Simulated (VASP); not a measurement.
# Ag (Fm-3m) in VASP: further runs

Ag is run at these levels: PBE; tasks: single point.

All numbers are computed with VASP 6.6.1; they aren't measurements. Logs are shortened: lines on timing, memory, paths and dates and some standing lists are left out, and cuts for length are marked.

## Step 1: The cell of the first run

It takes space group Fm-3m (No. 225, cubic). Conventional cell: a = 4.141 Å, b = 4.141 Å, c = 4.141 Å, α = 90.00°, β = 90.00°, γ = 90.00°. Ag (site symmetry m-3m) has 12 Ag at 2.93 Å within 3.9 Å.

## Step 2: Single point, PBE

The input, INCAR:

```
  ALGO = Normal
  EDIFF = 1E-6
  ENCUT = 500
  GGA = PE
  GGA_COMPAT = F
  ISIF = 2
  ISMEAR = 0
  LASPH = T
  LCHARG = F
  LREAL = F
  LWAVE = F
  NBANDS = 12
  NELM = 120
  PREC = Accurate
  SIGMA = 0.1579
```

The input, KPOINTS:

```
k-points
0
Gamma
  7 7 7
```

The input, POSCAR:

```
Ag
1.0
    0.0000000000      2.0706460000      2.0706460000
    2.0706460000      0.0000000000      2.0706460000
    2.0706460000      2.0706460000      0.0000000000
Ag
1
Direct
    0.0000000000      0.0000000000      0.0000000000
```

Potentials or basis: VASP PAW PBE potentials, release 64 (Ag).

Run with:

```sh
$ cat potpaw_PBE.64/Ag/POTCAR > POTCAR
$ mpirun -np 1 vasp_std > vasp.out
```

OUTCAR:

```text
EDIFF = 1E-6
   ENCUT = 500
   GGA = PE
   ISIF = 2
   ISMEAR = 0
   LASPH = T
   LREAL = F
   NELM = 120
   PREC = Accurate

 ion  position               nearest neighbor table
   1  0.000  0.000  0.000-

  LATTYP: Found a face centered cubic cell.
 ALAT       =     4.1412920000

  Lattice vectors:

 A1 = (   0.0000000000,   2.0706460000,   2.0706460000)
 A2 = (   2.0706460000,   0.0000000000,   2.0706460000)
 A3 = (   2.0706460000,   2.0706460000,   0.0000000000)

Analysis of symmetry for initial positions (statically):
=====================================================================
 Subroutine PRICEL returns:
 Original cell was already a primitive cell.

 Routine SETGRP: Setting up the symmetry group for a
 face centered cubic supercell.

 Subroutine GETGRP returns: Found 48 space group operations
 (whereof 48 operations were pure point group operations)
 out of a pool of 48 trial point group operations.

The static configuration has the point symmetry O_h .

Analysis of symmetry for dynamics (positions and initial velocities):
=====================================================================
 Subroutine PRICEL returns:
 Original cell was already a primitive cell.

 Routine SETGRP: Setting up the symmetry group for a
 face centered cubic supercell.

 Subroutine GETGRP returns: Found 48 space group operations
 (whereof 48 operations were pure point group operations)
 out of a pool of 48 trial point group operations.

The dynamic configuration has the point symmetry O_h .

 Subroutine INISYM returns: Found 48 space group operations
 (whereof 48 operations are pure point group operations),
 and found     1 'primitive' translations

----------------------------------------------------------------------------------------

                                     Primitive cell

  volume of cell :      17.7561

  direct lattice vectors                    reciprocal lattice vectors
     0.000000000  2.070646000  2.070646000    -0.241470536  0.241470536  0.241470536
     2.070646000  0.000000000  2.070646000     0.241470536 -0.241470536  0.241470536
     2.070646000  2.070646000  0.000000000     0.241470536  0.241470536 -0.241470536

  length of vectors
     2.928335656  2.928335656  2.928335656     0.418239237  0.418239237  0.418239237

  position of ions in fractional coordinates (direct lattice)
     0.000000000  0.000000000  0.000000000

  ion indices of the primitive-cell ions
   primitive index   ion index
                 1           1

----------------------------------------------------------------------------------------

 KPOINTS: k-points

Automatic generation of k-mesh.
 Grid dimensions read from file:
 generate k-points for:    7    7    7

 Generating k-lattice:

  Cartesian coordinates                     Fractional coordinates (reciprocal lattice)
    -0.034495791  0.034495791  0.034495791     0.142857143  0.000000000  0.000000000
     0.034495791 -0.034495791  0.034495791     0.000000000  0.142857143  0.000000000
     0.034495791  0.034495791 -0.034495791     0.000000000  0.000000000  0.142857143

  Length of vectors
     0.059748462  0.059748462  0.059748462

  Shift w.r.t. Gamma in fractional coordinates (k-lattice)
     0.000000000  0.000000000  0.000000000

 Subroutine IBZKPT returns following result:
 ===========================================

 Found     20 irreducible k-points:

 Following reciprocal coordinates:
            Coordinates               Weight
  0.000000  0.000000  0.000000      1.000000
  0.142857  0.000000  0.000000      8.000000
  0.285714  0.000000  0.000000      8.000000
  0.428571  0.000000  0.000000      8.000000
  0.142857  0.142857  0.000000      6.000000
  0.285714  0.142857  0.000000     24.000000
[... 12 lines left out ...]
 -0.428571  0.428571  0.142857     24.000000
 -0.285714  0.428571  0.142857     24.000000
   k-points           NKPTS =     20   k-points in BZ     NKDIM =     20   number of bands    NBANDS=     12
   number of dos      NEDOS =    301   number of ions     NIONS =      1
   total plane-waves  NPLWV =  13824
   dimension x,y,z NGX =    24 NGY =   24 NGZ =   24
   dimension x,y,z NGXF=    48 NGYF=   48 NGZF=   48
   ions per type =               1
   NGX,Y,Z   is equivalent  to a cutoff of  13.63, 13.63, 13.63 a.u.
   NGXF,Y,Z  is equivalent  to a cutoff of  27.25, 27.25, 27.25 a.u.
 SYSTEM =  unknown system
   PREC   = accura    normal or accurate (medium, high low for compatibility)
   ISTART =      0    job   : 0-new  1-cont  2-samecut
   ICHARG =      2    charge: 1-file 2-atom 10-const
   ISPIN  =      1    spin polarized calculation?
   LNONCOLLINEAR =      F non collinear calculations
   LSORBIT =      F    spin-orbit coupling
   LASPH  =      T    aspherical Exc in radial PAW
   ENCUT  =  500.0 eV  36.75 Ry    6.06 a.u.   5.34  5.34  5.34*2*pi/ulx,y,z
   NELM   =    120;   NELMIN=  2; NELMDL= -5     # of ELM steps
   EDIFF  = 0.1E-05   stopping-criterion for ELM
   LREAL  =      F    real-space projection
   EDIFFG = 0.1E-04   stopping-criterion for IOM
   NSW    =      0    number of steps for IOM
   IBRION =     -1    ionic relax: 0-MD 1-quasi-New 2-CG
   NFREE  =      0    steps in history (QN), initial steepest desc. (CG)
   ISIF   =      2    stress and relaxation
   ISYM   =      2    0-nonsym 1-usesym 2-fastsym
   POTIM  = 0.5000    time-step for ionic-motion
   TEBEG  =    0.0;   TEEND  =   0.0 temperature during run
   PSTRESS=    0.0 pullay stress
   NELECT =      11.0000    total number of electrons
   NUPDOWN=      -1.0000    fix difference up-down
   EMIN   =  10.00;   EMAX   =-10.00  energy-range for DOS
   EFERMI =   0.00;   METHOD = LEGACY
   ISMEAR =     0;   SIGMA  =   0.16  broadening in eV -4-tet -1-fermi 0-gaus
   EFERMI_NEDOS =   21; number of points for ismear=-14 and -15
   IALGO  =     38    algorithm
   IMIX   =      4    mixing-type and parameters
     AMIX     =   0.40;   BMIX     =  1.00
     AMIX_MAG =   1.60;   BMIX_MAG =  1.00
  volume/ion in A,a.u.               =      17.76       119.82
  Fermi-wavevector in a.u.,A,eV,Ry     =   1.395586  2.637275 26.499519  1.947660
  Thomas-Fermi vector in A             =   2.519023
   LORBIT       =      0    0 simple, 1 ext, 2 COOP (PROOUT), +10 PAW based schemes
   GGA     = PE    functional components
   LHFCALC =     F    Hartree Fock is set to
   AEXX    =    0.0000 exact exchange contribution
   IVDW    =     0    specifies the selected vdW correction
   LEPSILON=     F    determine dielectric tensor
   LRPA    =     F    only Hartree local field effects (RPA)
 non-spin polarized calculation
 Gauss-broadening in eV      SIGMA  =   0.16
  energy-cutoff  :      500.00
  volume of cell :       17.76
 maximum number of plane-waves:       461
 NGX is ok and might be reduce to    24
   NGX = 11   NGY = 11   NGZ = 11

 number of electron      11.0000000 magnetization

 Free energy of the ion-electron system (eV)
  ---------------------------------------------------
  ext. energy  EPLUGINS =         0.00000000
  ---------------------------------------------------
  free energy    TOTEN  =        -2.76762743 eV

  energy without entropy =       -2.76609818  energy(sigma->0) =       -2.76686280

 E-fermi :   8.3106     XC(G=0): -11.9684

 val. band max:        7.2445926412   @ k =   0.4286   0.2857   0.0000
 cond. band min:       8.3342139147   @ k =   0.4286   0.4286   0.0000
 fundamental gap:      1.0896212735
 Fermi energy:         8.3106244032

 k-point     1 :       0.0000    0.0000    0.0000
  band No.  band energies     occupation
      1       0.4055      2.00000
      2       3.2158      2.00000
      3       3.2158      2.00000
      4       3.2158      2.00000
      5       4.1765      2.00000
      6       4.1765      2.00000
      7      23.8103      0.00000
      8      27.1489      0.00000
      9      27.1489      0.00000
     10      27.1489      0.00000
     11      31.8635      0.00000
     12      32.7465      0.00000

 k-point     2 :       0.1429    0.0000    0.0000
  band No.  band energies     occupation
      1       0.9902      2.00000
      2       3.1261      2.00000
      3       3.3507      2.00000
      4       3.3507      2.00000
      5       4.1451      2.00000
      6       4.1451      2.00000
      7      22.6635      0.00000
      8      24.7016      0.00000
      9      27.2578      0.00000
     10      27.2578      0.00000
     11      30.6124      0.00000
     12      32.0020      0.00000

 k-point     3 :       0.2857    0.0000    0.0000
  band No.  band energies     occupation
      1       1.8321      2.00000
      2       3.3745      2.00000
      3       3.3745      2.00000
      4       3.8944      2.00000
      5       4.4055      2.00000
      6       4.4055      2.00000
      7      17.3563      0.00000
      8      24.0975      0.00000
      9      26.7528      0.00000
     10      26.7528      0.00000
     11      30.4783      0.00000
     12      30.4783      0.00000

 k-point     4 :       0.4286    0.0000    0.0000
  band No.  band energies     occupation
      1       1.7608      2.00000
      2       3.2222      2.00000
      3       3.2222      2.00000
      4       4.8447      2.00000
      5       4.8447      2.00000
      6       6.6593      2.00000
      7      12.4542      0.00000
      8      23.1796      0.00000
      9      25.5427      0.00000
     10      25.5427      0.00000
     11      30.1671      0.00000
     12      30.1671      0.00000

 k-point     5 :       0.1429    0.1429    0.0000
  band No.  band energies     occupation
      1       1.1887      2.00000
      2       2.9274      2.00000
      3       3.4999      2.00000
      4       3.4999      2.00000
      5       3.9258      2.00000
      6       4.3045      2.00000
      7      23.9910      0.00000
      8      25.0544      0.00000
      9      25.0544      0.00000
     10      25.1879      0.00000
     11      30.4416      0.00000
     12      32.7684      0.00000
[... 168 lines left out ...]
      1       2.5704      2.00000
      2       2.6405      2.00000
      3       3.2279      2.00000
      4       4.2339      2.00000
      5       4.3094      2.00000
      6       6.2646      2.00000
      7      18.3960      0.00000
      8      18.6473      0.00000
      9      22.3619      0.00000
     10      27.3399      0.00000
     11      28.3618      0.00000
     12      32.2412      0.00000

 k-point    18 :      -0.4286    0.2857    0.1429
  band No.  band energies     occupation
      1       2.4817      2.00000
      2       2.7756      2.00000
      3       3.3330      2.00000
      4       3.9998      2.00000
      5       4.7826      2.00000
      6       9.2194      0.00000
      7      13.5247      0.00000
      8      18.6167      0.00000
      9      20.0901      0.00000
     10      26.7647      0.00000
     11      30.2904      0.00000
     12      34.3124      0.00000

 k-point    19 :      -0.4286    0.4286    0.1429
  band No.  band energies     occupation
      1       2.1634      2.00000
      2       2.2496      2.00000
      3       3.8758      2.00000
      4       4.5579      2.00000
      5       4.9829      2.00000
      6       9.8662      0.00000
      7      15.9564      0.00000
      8      16.5604      0.00000
      9      17.0942      0.00000
     10      26.9703      0.00000
     11      28.1547      0.00000
     12      33.8107      0.00000

 k-point    20 :      -0.2857    0.4286    0.1429
  band No.  band energies     occupation
      1       2.3872      2.00000
      2       2.7320      2.00000
      3       3.2921      2.00000
      4       4.2103      2.00000
      5       4.9769      2.00000
      6      12.5165      0.00000
      7      13.1742      0.00000
      8      14.9756      0.00000
      9      17.9665      0.00000
     10      27.5167      0.00000
     11      31.5990      0.00000
     12      32.8253      0.00000

------------------------ aborting loop because EDIFF is reached ----------------------------------------

  FORCE on cell =-STRESS in cart. coord.  units (eV):
  Direction    XX          YY          ZZ          XY          YZ          ZX
  --------------------------------------------------------------------------------------
  -------------------------------------------------------------------------------------
  Total       -0.0061747     -0.0061747     -0.0061747     -0.0000000      0.0000000     -0.0000000
  in kB       -0.5571612     -0.5571612     -0.5571612     -0.0000000      0.0000000     -0.0000000
  external PRESSURE =      -0.5571612 kB  Pullay stress =       0.0000000 kB

 VOLUME and BASIS-vectors are now :
 -----------------------------------------------------------------------------
  energy-cutoff  :      500.00
  volume of cell :       17.76
      direct lattice vectors                 reciprocal lattice vectors
     0.000000000  2.070646000  2.070646000    -0.241470536  0.241470536  0.241470536
     2.070646000  0.000000000  2.070646000     0.241470536 -0.241470536  0.241470536
     2.070646000  2.070646000  0.000000000     0.241470536  0.241470536 -0.241470536

 POSITION                                       TOTAL-FORCE (eV/Angst)
 -----------------------------------------------------------------------------------
      0.00000      0.00000      0.00000        -0.000000      0.000000     -0.000000
 -----------------------------------------------------------------------------------
    total drift:                               -0.000000      0.000000     -0.000000

  FREE ENERGIE OF THE ION-ELECTRON SYSTEM (eV)
  ---------------------------------------------------
  free  energy   TOTEN  =        -2.7676274255 eV

  energy  without entropy=       -2.7660981790  energy(sigma->0) =       -2.76686280
```

Wall time 2.2 s (1 thread of Intel Xeon 6975P-C (Granite Rapids), shared host); peak memory 0.13 GiB.

What came out:

- Free energy: -2.7676 eV
- Pressure: -0.1 GPa

Levels at points of the mesh, in eV from the Fermi level:
```csv
k point,band 3,band 4,band 5,band 6,band 7,band 8,band 9,band 10
"(0.00, 0.00, 0.00)",-5.09,-5.09,-4.13,-4.13,15.50,18.84,18.84,18.84
```

Caveat: the k points lie up to 0.38 Å⁻¹ apart.

## Step 3: Single point, PBE

The input, INCAR:

```
ALGO = Normal ; EDIFF = 1E-6
ENCUT = 500 ; GGA = PE
GGA_COMPAT = F ; ISIF = 2
ISMEAR = -1 ; LASPH = T
LCHARG = F ; LREAL = F
LWAVE = F ; NBANDS = 12
NELM = 120 ; PREC = Accurate
SIGMA = 0.025
```

KPOINTS is that of step 2.

POSCAR is that of step 2.

Potentials or basis: VASP PAW PBE potentials, release 64 (Ag).

Run with:

```sh
$ cat potpaw_PBE.64/Ag/POTCAR > POTCAR
$ mpirun -np 1 vasp_std > vasp.out
```

It took 2.2 s on 1 thread of Intel Xeon 6975P-C (Granite Rapids), shared host; peak memory 0.13 GiB.

It converged, with:

| Property | Result |
| --- | --- |
| Free energy | -2.7667 eV |
| Pressure | -0.1 GPa |

Levels at points of the mesh, in eV from the Fermi level:
| k point | band 4 | band 5 | band 6 | band 7 | band 8 | band 9 |
| --- | --- | --- | --- | --- | --- | --- |
| (0.00, 0.00, 0.00) | -5.11 | -4.15 | -4.15 | 15.48 | 18.82 | 18.82 |

Caveat: the k points lie up to 0.38 Å⁻¹ apart.

## Step 4: Single point, PBE, non-collinear spin, zero start, spin-orbit coupling

The input, INCAR:

```
ALGO = Normal ; EDIFF = 1E-6
ENCUT = 500 ; GGA = PE
GGA_COMPAT = F ; ISIF = 2
ISMEAR = 0 ; LASPH = T
LCHARG = T ; LMAXMIX = 4
LNONCOLLINEAR = T ; LORBIT = 11
LORBMOM = T ; LREAL = F
LSORBIT = T ; LVHAR = T
LWAVE = F ; MAGMOM = 0 0 0
NBANDS = 22 ; NELM = 200
PREC = Accurate ; SIGMA = 0.1579
```

KPOINTS is that of step 3.

POSCAR is that of step 3.

Run with:

```sh
$ cat potpaw_PBE.64/Ag/POTCAR > POTCAR
$ mpirun -np 1 vasp_ncl > vasp.out
```

It took 8.8 s on 1 thread of Intel Xeon 6975P-C (Granite Rapids), shared host; peak memory 0.19 GiB.

Results (log left out):

```yaml
Free_energy: -2.7941 eV
Pressure: -0.2 GPa
Net_moment: 0.00 μB per cell
Valence_electrons_inside_the_program's_atomic_spheres: Ag 9.84
```

Moments on the atoms (μB; x, y, z):
```
Ag  0.00 0.00 0.00
```

Caveat: the k points lie up to 0.38 Å⁻¹ apart.

## Step 5: Overview

```tsv
spin	smearing	gap on the mesh (eV)	pressure (GPa)
off	gaussian 0.1579 eV	none	-0.1
off	fermi-dirac 0.025 eV	none	-0.1
non-collinear, zero start, SOC	gaussian 0.1579 eV	-	-0.2
```

Alike in all rows: task single point; level PBE; potentials or basis VASP PAW PBE potentials, release 64 (Ag); cell as given; k mesh 7 × 7 × 7; cutoff (eV) 500.

Caveats: all runs use coarse meshes.

Absolute energies hang on the potentials; compare differences alone.
